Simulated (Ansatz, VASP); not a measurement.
**One calculation of WS2, two programs**

```xyz
6
Lattice="3.1147 0.0000 0.0000 -1.5574 2.6974 0.0000 0.0000 0.0000 11.7722" Properties=species:S:1:pos:R:3 pbc="T T T"
W     0.0000    1.7983    2.9431
W     1.5574    0.8991    8.8292
S    -0.0815    1.7512    7.3393
S     1.4759    0.8521    1.4532
S    -0.0815    1.7512   10.4836
S     1.4759    0.8521    4.5975
```

Change from the starting cell: all S atoms moved +0.125 Å, as atom 3 towards its neighbour atom 2 (W) at 2.389 Å.

Alike in both runs: task single point; functional PBEsol; dispersion D3(BJ); k mesh 12 × 12 × 4; occupations gaussian, width 0.05 eV; no spin polarisation.

|  | VASP | Ansatz |
| --- | --- | --- |
| version | VASP 6.6.1 | Ansatz 0.2.0 |
| potentials or method | VASP PAW PBE potentials, release 64 (W_sv, S), cutoff 520 eV | scalar-relativistic, plane waves, PAW |
| valence electrons in the cell | 52 | 52 |

|  | VASP | Ansatz | Ansatz less VASP |
| --- | --- | --- | --- |
| gap on the k mesh at the Fermi level (eV) | 0.58 | 0.56 | -0.021 |
| least direct gap on the mesh (eV) | 1.62 | 1.60 | -0.018 |
| pressure (GPa) | 1.6 | 1.5 | -0.14 |
| traceless stress, the component that is largest in VASP (GPa) | -1.25 | -1.26 | -0.006 |
| rms of the force components (eV/Å) | 1.454 | 1.450 | -0.0040 |

VASP's potentials were made for PBE, not for PBEsol. Atom by atom the forces differ by 0.009 eV/Å (rms over components).

Neither program's run includes spin-orbit coupling.
